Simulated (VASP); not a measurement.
CuO, 2 atoms in the cell. It takes space group Pm-3m (No. 221, cubic). The conventional cell has a = 2.608 Å, b = 2.608 Å, c = 2.608 Å, α = 90.00°, β = 90.00°, γ = 90.00°. Cu (site symmetry m-3m) has 8 O at 2.26 Å and 6 Cu at 2.61 Å within 3.0 Å. Within 3.0 Å of O (site symmetry m-3m) lie 8 Cu at 2.26 Å and 6 O at 2.61 Å. 

| Property | Result |
| --- | --- |
| Program | VASP 6.6.1 |
| Task | single point |
| Functional | PBE |
| Dispersion | D3(BJ) |
| Potentials or basis | VASP PAW PBE potentials, release 64 (Cu, O) |
| Cutoff | 520 eV |
| k mesh | 10 × 10 × 10 |
| Occupations | fermi-dirac, width 0.05 eV |
| Spin | no spin polarisation |
| Dipole correction | no |
| Further INCAR settings | ALGO = Normal; EDIFF = 1e-07; NBANDS = 16 |

Potentials or basis: VASP PAW PBE potentials, release 64 (Cu, O).

Launch:

```bash
$ cat potpaw_PBE.64/Cu/POTCAR potpaw_PBE.64/O/POTCAR > POTCAR
$ mpirun -np 1 vasp_std > vasp.out
```

Hardware: 1 thread of Intel Xeon 8259CL, on a shared host.

Question: Estimate the wall time of this run.

Answer: Wall time 20 s on 1 thread of Intel Xeon 8259CL, with other jobs on the host, peak memory 0.14 GiB. Counts: scf iterations 14, k points 56.
